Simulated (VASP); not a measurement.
# Zn (P6_3/mmc) in VASP: further runs, part 2 of 2

VASP 6.6.1. Earlier steps stand in the parts before.

### 4 Single point, r2SCAN

POSCAR reads:

```
Zn
1.0
    2.6187264646      0.0000000000      0.0000000000
   -1.3093632323      2.2678836439      0.0000000000
    0.0000000000      0.0000000000      4.8388970683
Zn
2
Direct
    0.3333333333      0.6666666667      0.2500000000
    0.6666666667      0.3333333333      0.7500000000
```

INCAR.step1 reads:

```
SYSTEM = Zn
  ALGO = Normal
  EDIFF = 1E-4
  ENCUT = 520
  GGA = PE
  ISMEAR = 1
  LASPH = .TRUE.
  LCHARG = .FALSE.
  LREAL = .FALSE.
  LWAVE = .TRUE.
  NBANDS = 19
  NELM = 60
  PREC = Accurate
  SIGMA = 0.1
```

INCAR.step2 reads:

```
SYSTEM = Zn
  ALGO = Normal
  EDIFF = 1E-6
  ENCUT = 520
  ISIF = 2
  ISMEAR = 1
  ISTART = 1
  LASPH = .TRUE.
  LCHARG = .FALSE.
  LMIXTAU = .TRUE.
  LREAL = .FALSE.
  LWAVE = .FALSE.
  METAGGA = R2SCAN
  NBANDS = 19
  NELM = 60
  PREC = Accurate
  SIGMA = 0.1
```

KPOINTS reads:

```
k-points
0
G
  14 14 7
  0 0 0
```

Potentials or basis: VASP PAW PBE potentials, release 64 (Zn).

Run with:

```sh
$ cat potpaw_PBE.64/Zn/POTCAR > POTCAR
$ cp INCAR.step1 INCAR
$ mpirun -np 1 vasp_std > vasp.out
$ cp INCAR.step2 INCAR
$ mpirun -np 1 vasp_std > vasp.out
```

OUTCAR:

```text
SYSTEM = Zn
   EDIFF = 1E-6
   ENCUT = 520
   ISIF = 2
   ISMEAR = 1
   ISTART = 1
   LASPH = .TRUE.
   LREAL = .FALSE.
   METAGGA = R2SCAN
   NELM = 60
   PREC = Accurate

 ion  position               nearest neighbor table
   1  0.333  0.667  0.250-   2 2.85   2 2.85   2 2.85   2 2.85   2 2.85   2 2.85
   2  0.667  0.333  0.750-   1 2.85   1 2.85   1 2.85   1 2.85   1 2.85   1 2.85

  LATTYP: Found a hexagonal cell.
 ALAT       =     2.6187264646
 C/A-ratio  =     1.8478054633

  Lattice vectors:

 A1 = (   2.6187264646,   0.0000000000,   0.0000000000)
 A2 = (  -1.3093632323,   2.2678836439,   0.0000000000)
 A3 = (   0.0000000000,   0.0000000000,   4.8388970683)

Analysis of symmetry for initial positions (statically):
=====================================================================
 Subroutine PRICEL returns:
 Original cell was already a primitive cell.

 Routine SETGRP: Setting up the symmetry group for a
 hexagonal supercell.

 Subroutine GETGRP returns: Found 24 space group operations
 (whereof 12 operations were pure point group operations)
 out of a pool of 24 trial point group operations.

The static configuration has the point symmetry D_3d.
 The point group associated with its full space group is D_6h.

Analysis of symmetry for dynamics (positions and initial velocities):
=====================================================================
 Subroutine PRICEL returns:
 Original cell was already a primitive cell.

 Routine SETGRP: Setting up the symmetry group for a
 hexagonal supercell.

 Subroutine GETGRP returns: Found 24 space group operations
 (whereof 12 operations were pure point group operations)
 out of a pool of 24 trial point group operations.

The dynamic configuration has the point symmetry D_3d.
 The point group associated with its full space group is D_6h.

 Subroutine INISYM returns: Found 24 space group operations
 (whereof 12 operations are pure point group operations),
 and found     1 'primitive' translations

----------------------------------------------------------------------------------------

                                     Primitive cell

  volume of cell :      28.7380

  direct lattice vectors                    reciprocal lattice vectors
     2.618726465  0.000000000  0.000000000     0.381865007  0.220469865  0.000000000
    -1.309363232  2.267883644  0.000000000     0.000000000  0.440939729  0.000000000
     0.000000000  0.000000000  4.838897068     0.000000000  0.000000000  0.206658663

  length of vectors
     2.618726465  2.618726465  4.838897068     0.440939729  0.440939729  0.206658663

  position of ions in fractional coordinates (direct lattice)
     0.333333333  0.666666667  0.250000000
     0.666666667  0.333333333  0.750000000

  ion indices of the primitive-cell ions
   primitive index   ion index
                 1           1
                 2           2

----------------------------------------------------------------------------------------

 KPOINTS: k-points

Automatic generation of k-mesh.
 Grid dimensions read from file:
 generate k-points for:   14   14    7

 Generating k-lattice:

  Cartesian coordinates                     Fractional coordinates (reciprocal lattice)
     0.027276072  0.015747847  0.000000000     0.071428571  0.000000000  0.000000000
     0.000000000  0.031495695  0.000000000     0.000000000  0.071428571  0.000000000
     0.000000000  0.000000000  0.029522666     0.000000000  0.000000000  0.142857143

  Length of vectors
     0.031495695  0.031495695  0.029522666

  Shift w.r.t. Gamma in fractional coordinates (k-lattice)
     0.000000000  0.000000000  0.000000000

 Subroutine IBZKPT returns following result:
 ===========================================

 Found     96 irreducible k-points:

 Following reciprocal coordinates:
            Coordinates               Weight
  0.000000  0.000000  0.000000      1.000000
  0.071429 -0.000000  0.000000      6.000000
  0.142857  0.000000  0.000000      6.000000
  0.214286  0.000000  0.000000      6.000000
  0.285714  0.000000  0.000000      6.000000
  0.357143  0.000000  0.000000      6.000000
[... 16 lines left out ...]
  0.285714  0.285714  0.000000      6.000000
  0.357143  0.285714  0.000000      6.000000
 [... further k-points ...]
   k-points           NKPTS =     96   k-points in BZ     NKDIM =     96   number of bands    NBANDS=     19
   number of dos      NEDOS =    301   number of ions     NIONS =      2
   total plane-waves  NPLWV =  14400
   dimension x,y,z NGX =    20 NGY =   20 NGZ =   36
   dimension x,y,z NGXF=    40 NGYF=   40 NGZF=   72
   ions per type =               2
   NGX,Y,Z   is equivalent  to a cutoff of  12.70, 12.70, 12.37 a.u.
   NGXF,Y,Z  is equivalent  to a cutoff of  25.39, 25.39, 24.74 a.u.
 SYSTEM =  Zn
   PREC   = accura    normal or accurate (medium, high low for compatibility)
   ISTART =      1    job   : 0-new  1-cont  2-samecut
   ICHARG =      0    charge: 1-file 2-atom 10-const
   ISPIN  =      1    spin polarized calculation?
   LNONCOLLINEAR =      F non collinear calculations
   LSORBIT =      F    spin-orbit coupling
   LASPH  =      T    aspherical Exc in radial PAW
   ENCUT  =  520.0 eV  38.22 Ry    6.18 a.u.   4.87  4.87  9.00*2*pi/ulx,y,z
   NELM   =     60;   NELMIN=  2; NELMDL=  0     # of ELM steps
   EDIFF  = 0.1E-05   stopping-criterion for ELM
   LREAL  =      F    real-space projection
   EDIFFG = 0.1E-04   stopping-criterion for IOM
   NSW    =      0    number of steps for IOM
   IBRION =     -1    ionic relax: 0-MD 1-quasi-New 2-CG
   NFREE  =      0    steps in history (QN), initial steepest desc. (CG)
   ISIF   =      2    stress and relaxation
   ISYM   =      2    0-nonsym 1-usesym 2-fastsym
   POTIM  = 0.5000    time-step for ionic-motion
   TEBEG  =    0.0;   TEEND  =   0.0 temperature during run
   PSTRESS=    0.0 pullay stress
   NELECT =      24.0000    total number of electrons
   NUPDOWN=      -1.0000    fix difference up-down
   EMIN   =  10.00;   EMAX   =-10.00  energy-range for DOS
   EFERMI =   0.00;   METHOD = LEGACY
   ISMEAR =     1;   SIGMA  =   0.10  broadening in eV -4-tet -1-fermi 0-gaus
   EFERMI_NEDOS =   21; number of points for ismear=-14 and -15
   IALGO  =     38    algorithm
   IMIX   =      4    mixing-type and parameters
     AMIX     =   0.40;   BMIX     =  1.00
     AMIX_MAG =   1.60;   BMIX_MAG =  1.00
  volume/ion in A,a.u.               =      14.37        96.97
  Fermi-wavevector in a.u.,A,eV,Ry     =   1.541675  2.913343 32.337805  2.376762
  Thomas-Fermi vector in A             =   2.647587
   LORBIT       =      0    0 simple, 1 ext, 2 COOP (PROOUT), +10 PAW based schemes
   METAGGA = R2SCAN    functional components
   LHFCALC =     F    Hartree Fock is set to
   AEXX    =    0.0000 exact exchange contribution
   IVDW    =     0    specifies the selected vdW correction
   LEPSILON=     F    determine dielectric tensor
   LRPA    =     F    only Hartree local field effects (RPA)
 non-spin polarized calculation
 Methfessel and Paxton  Order N= 1 SIGMA  =   0.10
  energy-cutoff  :      520.00
  volume of cell :       28.74
 maximum number of plane-waves:       796
 NGX is ok and might be reduce to    20
   NGX =  9   NGY =  9   NGZ = 17

 number of electron      24.0000039 magnetization

 Free energy of the ion-electron system (eV)
  ---------------------------------------------------
  ext. energy  EPLUGINS =         0.00000000
  ---------------------------------------------------
  free energy    TOTEN  =       -17.79279974 eV

  energy without entropy =      -17.79336684  energy(sigma->0) =      -17.79298877

 E-fermi :   3.2966     XC(G=0): -12.9840

 val. band max:        3.2622456300   @ k =   0.2143   0.1429   0.0000
 cond. band min:       3.4315166131   @ k =   0.2143   0.0000   0.1429
 fundamental gap:      0.1692709831
 Fermi energy:         3.2965774204

 k-point     1 :       0.0000    0.0000    0.0000
  band No.  band energies     occupation
      1      -7.9504      2.00000
      2      -5.8364      2.00000
      3      -5.0054      2.00000
      4      -4.7475      2.00000
      5      -4.7474      2.00000
      6      -4.6886      2.00000
[... 11 lines left out ...]
     18      24.0484      0.00000
     19      24.1163      0.00000

 k-point     2 :       0.0714   -0.0000    0.0000
  band No.  band energies     occupation
      1      -7.7861      2.00000
      2      -5.7634      2.00000
      3      -4.9891      2.00000
      4      -4.7641      2.00000
      5      -4.7078      2.00000
      6      -4.7071      2.00000
[... 476 lines left out ...]
 k-point    24 :       0.3571    0.2857    0.0000
  band No.  band energies     occupation
      1      -5.1769      2.00000
      2      -5.0571      2.00000
      3      -4.9946      2.00000
      4      -4.8028      2.00000
      5      -4.7790      2.00000
      6      -4.7651      2.00000
[... 11 lines left out ...]
     18      11.5493      0.00000
     19      13.1674      0.00000

 [... further k-points ...]
[... 5 lines left out ...]
  --------------------------------------------------------------------------------------
  -------------------------------------------------------------------------------------
  Total        0.2445414      0.2445414     -0.2370243     -0.0000000      0.0000000      0.0000000
  in kB       13.6334485     13.6334485    -13.2143630     -0.0000000      0.0000000      0.0000000
  external PRESSURE =       4.6841780 kB  Pullay stress =       0.0000000 kB

 VOLUME and BASIS-vectors are now :
 -----------------------------------------------------------------------------
  energy-cutoff  :      520.00
  volume of cell :       28.74
      direct lattice vectors                 reciprocal lattice vectors
     2.618726465  0.000000000  0.000000000     0.381865007  0.220469865  0.000000000
    -1.309363232  2.267883644  0.000000000     0.000000000  0.440939729  0.000000000
     0.000000000  0.000000000  4.838897068     0.000000000  0.000000000  0.206658663

 POSITION                                       TOTAL-FORCE (eV/Angst)
 -----------------------------------------------------------------------------------
     -0.00000      1.51192      1.20972         0.000000     -0.000000      0.000000
      1.30936      0.75596      3.62917        -0.000000      0.000000      0.000000
 -----------------------------------------------------------------------------------
    total drift:                                0.000000     -0.000000      0.000000

  FREE ENERGIE OF THE ION-ELECTRON SYSTEM (eV)
  ---------------------------------------------------
  free  energy   TOTEN  =       -17.7927997395 eV

  energy  without entropy=      -17.7933668384  energy(sigma->0) =      -17.79298877
```

It took 2.7 min on 1 thread of Intel Xeon Platinum 8375C at 2.90GHz (Ice Lake), shared host; peak memory 0.17 GiB.

Results:

| Property | Result |
| --- | --- |
| Free energy | -17.7928 eV |
| Pressure | 0.5 GPa |
| Band gap on the k mesh | zero (bands 12 and 13 overlap by 4.50 eV) |

Stress tensor (GPa, compression positive):
```
 1.36  0.00  0.00
 0.00  1.36  0.00
 0.00  0.00 -1.32
```

Levels at points of the mesh, in eV from the Fermi level:
```tsv
k point	band 8	band 9	band 10	band 11	band 12	band 13	band 14	band 15	band 16	band 17
(0.00, 0.00, 0.00)	-7.63	-7.63	-7.39	-7.39	-3.99	-2.92	15.19	18.74	19.22	19.22
(0.50, 0.00, 0.00)	-7.40	-7.19	-7.17	-3.11	-2.20	3.10	3.91	4.92	6.18	11.16
```

Caveat: the PAW data sets were made with another functional, which shifts forces and pressure a little.

### 5 Single point, r2SCAN

POSCAR is that of step 4.

INCAR.step1 reads:

```
  ALGO = Normal
  EDIFF = 1E-4
  ENCUT = 520
  GGA = PE
  ISMEAR = -1
  LASPH = T
  LCHARG = F
  LREAL = F
  LWAVE = T
  NBANDS = 19
  NELM = 60
  PREC = Accurate
  SIGMA = 0.1
```

INCAR.step2 reads:

```
  ALGO = Normal
  EDIFF = 1E-7
  ENCUT = 520
  ISIF = 2
  ISMEAR = -1
  ISTART = 1
  LASPH = T
  LCHARG = F
  LMIXTAU = T
  LREAL = F
  LWAVE = F
  METAGGA = R2SCAN
  NBANDS = 19
  NELM = 60
  PREC = Accurate
  SIGMA = 0.1
```

KPOINTS reads:

```
k-points
0
Gamma
  15 15 7
```

Run with:

```sh
$ cat potpaw_PBE.64/Zn/POTCAR > POTCAR
$ cp INCAR.step1 INCAR
$ mpirun -np 1 vasp_std > vasp.out
$ cp INCAR.step2 INCAR
$ mpirun -np 1 vasp_std > vasp.out
```

Run time: 4.4 min. Hardware: 1 thread of Intel Xeon Platinum 8375C at 2.90GHz (Ice Lake), shared host; peak memory 0.17 GiB.

Results (log left out):

- Free energy: -17.8053 eV
- Pressure: 0.5 GPa
- Band gap on the k mesh: zero (bands 12 and 13 overlap by 4.79 eV)

Stress tensor (GPa, compression positive):
```
-0.55  0.00  0.00
 0.00 -0.55  0.00
 0.00  0.00  2.73
```

Levels at points of the mesh, in eV from the Fermi level:
```csv
k point,band 9,band 10,band 11,band 12,band 13,band 14,band 15,band 16
"(0.00, 0.00, 0.00)",-7.80,-7.56,-7.56,-4.15,-3.09,15.02,18.57,19.05
```

Caveat: the PAW data sets were made with another functional, which shifts forces and pressure a little.

### 6 The runs side by side

```csv
k mesh,smearing,gap on the mesh (eV),pressure (GPa)
14 × 14 × 7,methfessel-paxton 1 eV,none,0.4
14 × 14 × 7,methfessel-paxton 0.01 eV,none,0.5
14 × 14 × 7,methfessel-paxton 0.1 eV,none,0.5
15 × 15 × 7,fermi-dirac 0.1 eV,none,0.5
```

Alike in all rows: task single point; level r2SCAN; potentials or basis VASP PAW PBE potentials, release 64 (Zn); no spin polarisation; cell as given; cutoff (eV) 520.

Caveats: the PAW data sets were made with another functional, which shifts forces and pressure a little; so wide a smearing shifts energies and pressures (at least some runs).

Total energies depend on the potentials used, so only differences within one code and one set of settings carry meaning.
